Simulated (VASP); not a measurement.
Crystal: Pb.

```xyz
1
Lattice="2.4221 1.3984 1.5747 -2.4221 1.3984 1.5747 0.0000 -2.7967 1.5747" Properties=species:S:1:pos:R:3 pbc="T T T"
Pb    0.0000    0.0000    2.3620
```

| Property | Result |
| --- | --- |
| Program | VASP 6.6.1 |
| Task | relaxation of cell and atoms |
| Functional | PBEsol |
| Potentials or basis | VASP PAW PBE potentials, release 64 (Pb_d) |
| Cutoff | 600 eV |
| k mesh | 18 × 18 × 18 |
| Occupations | gaussian, width 0.1 eV |
| Spin | no spin polarisation |

At the start: pressure -0.0 GPa; volume 32.00 Å³/atom.

Task: Where does the relaxation end?

Result: Over 32 steps the energy falls by 163.0 meV/atom and the volume is 29.67 Å³/atom (-7.3 %); space group R-3m (No. 166, to 0.05 Å).

The path:
| step | energy change (eV) | largest force (eV/Å) | pressure (GPa) | volume (Å³) |
| --- | --- | --- | --- | --- |
| 1 | 0.0000 | 0.0000 | -0.05 | 32.00 |
| 2 | 0.0000 | 0.0000 | 0.01 | 31.95 |
| 3 | -0.0001 | 0.0000 | 0.11 | 31.87 |
| 4 | -0.0001 | 0.0000 | 0.13 | 31.88 |
| 5 | -0.0001 | 0.0000 | 0.15 | 31.88 |
| 6 | -0.0003 | 0.0000 | 0.14 | 31.89 |
| 7 | -0.0006 | 0.0000 | 0.16 | 31.91 |
| 8 | -0.0014 | 0.0000 | 0.18 | 31.93 |
| 9 | -0.0027 | 0.0000 | 0.28 | 31.94 |
| 10 | -0.0020 | 0.0000 | 0.56 | 31.81 |
| 11 | -0.0088 | 0.0000 | 1.62 | 31.02 |
| 12 | -0.0620 | 0.0000 | 6.24 | 27.63 |
| 13 | 7.8794 | 0.0000 | 185.65 | 16.54 |
| 14 | -0.0683 | 0.0000 | 6.73 | 27.34 |
| 15 | 0.0832 | 0.0000 | 16.00 | 24.27 |
| 16 | -0.0437 | 0.0000 | 10.91 | 25.58 |
| 17 | -0.0147 | 0.0000 | 12.33 | 25.16 |
| 18 | 0.0085 | 0.0000 | 13.32 | 24.90 |
| 19 | -0.0034 | 0.0000 | 12.64 | 25.05 |
| 20 | -0.0360 | 0.0000 | 10.72 | 25.49 |
| 21 | -0.0870 | 0.0000 | 7.29 | 26.40 |
| 22 | -0.1397 | 0.0000 | 1.78 | 28.27 |
| 23 | -0.1444 | 0.0000 | -0.02 | 29.01 |
| 24 | -0.1444 | 0.0000 | -0.19 | 29.10 |
| 25 | -0.1475 | 0.0000 | -0.08 | 29.13 |
| 26 | -0.1549 | 0.0000 | 0.09 | 29.21 |
| 27 | -0.1624 | 0.0000 | 0.41 | 29.37 |
| 28 | -0.1627 | 0.0000 | 0.55 | 29.41 |
| 29 | -0.1627 | 0.0000 | 0.47 | 29.41 |
| 30 | -0.1630 | 0.0000 | 0.24 | 29.55 |
| 31 | -0.1628 | 0.0000 | -0.33 | 29.86 |
| 32 | -0.1630 | 0.0000 | -0.01 | 29.67 |

Final structure:
```yaml
crystal:
  lattice:
    - [1.77955, 1.02742, 2.70493]
    - [-1.77955, 1.02742, 2.70493]
    - [0.00000, -2.05484, 2.70493]
  atoms:
    - { symbol: Pb, position: [0.50000, 0.50000, 0.50000] }
```

Caveat: the PAW data sets were made with another functional, which shifts forces and pressure a little.
